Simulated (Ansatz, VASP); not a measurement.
Two plane-wave programs on AlRu

The input INCAR:

```
ALGO = Fast ; EDIFF = 1E-6
ENCUT = 520 ; GGA = PS
ISIF = 2 ; ISMEAR = 0
LASPH = True ; LCHARG = False
LREAL = False ; LWAVE = False
NBANDS = 16 ; NELM = 60
PREC = Accurate ; SIGMA = 0.15
```

File KPOINTS:

```
k-points
0
Gamma
  16 16 16
```

POSCAR

```
AlRu
1.0
    2.9916000000      0.0000000000      0.0000000000
    0.0000000000      2.9916000000      0.0000000000
    0.0000000000      0.0000000000      2.9916000000
Al Ru
1 1
Direct
   -0.0752105897      0.0000000000      0.0000000000
    0.5000000000      0.5000000000      0.5000000000
```

Input for Ansatz:

```yaml
crystal:
  lattice:
    - [2.9916, 0.0, 0.0]
    - [0.0, 2.9916, 0.0]
    - [0.0, 0.0, 2.9916]
  atoms:
    - { symbol: Al, position: [-0.0752105897, 0.0, 0.0] }
    - { symbol: Ru, position: [0.5, 0.5, 0.5] }
basis:
  ecutwfc: 420
kpoints:
  mp_grid: { grid: [16, 16, 16] }
hamiltonian:
  xc: pbesol
scf:
  occupations: { method: gaussian, width: 0.15 }
output:
  forces: true
  stress: true
  eigenvalues: true
```

Change from the starting cell: all Al atoms moved +0.225 Å, as atom 1 towards its neighbour atom 1 (Al) at 2.992 Å.

Alike in both runs: task single point; functional PBEsol; k mesh 16 × 16 × 16; occupations gaussian, width 0.15 eV; no spin polarisation.

|  | VASP | Ansatz |
| --- | --- | --- |
| version | VASP 6.6.1 | Ansatz 0.2.0 |
| potentials or method | VASP PAW PBE potentials, release 64 (Al, Ru_pv), cutoff 520 eV | scalar-relativistic, plane waves, PAW |
| valence electrons in the cell | 17 | 19 |

VASP gave:

```
gap on the k mesh at the Fermi level (eV)                     : none
pressure (GPa)                                                : 0.7
traceless stress, the component that is largest in VASP (GPa) : -2.66
rms of the force components (eV/Å)                            : 0.985
```

Task: Estimate Ansatz's values.

Result: gap on the k mesh at the Fermi level (eV): none; pressure (GPa): 0.6; traceless stress, the component that is largest in VASP (GPa): -2.61; rms of the force components (eV/Å): 0.975.

VASP's potentials were made for PBE, not for PBEsol. Atom by atom the forces differ by 0.009 eV/Å (rms over components). A gap of «none» marks a metal or a gap that the smearing closes. With one functional, cell and mesh, what is left measures potentials, basis and numerics. VASP's potentials hold 17 valence electrons a cell and Ansatz's 19, so a difference there can come from the potentials and not from the codes.
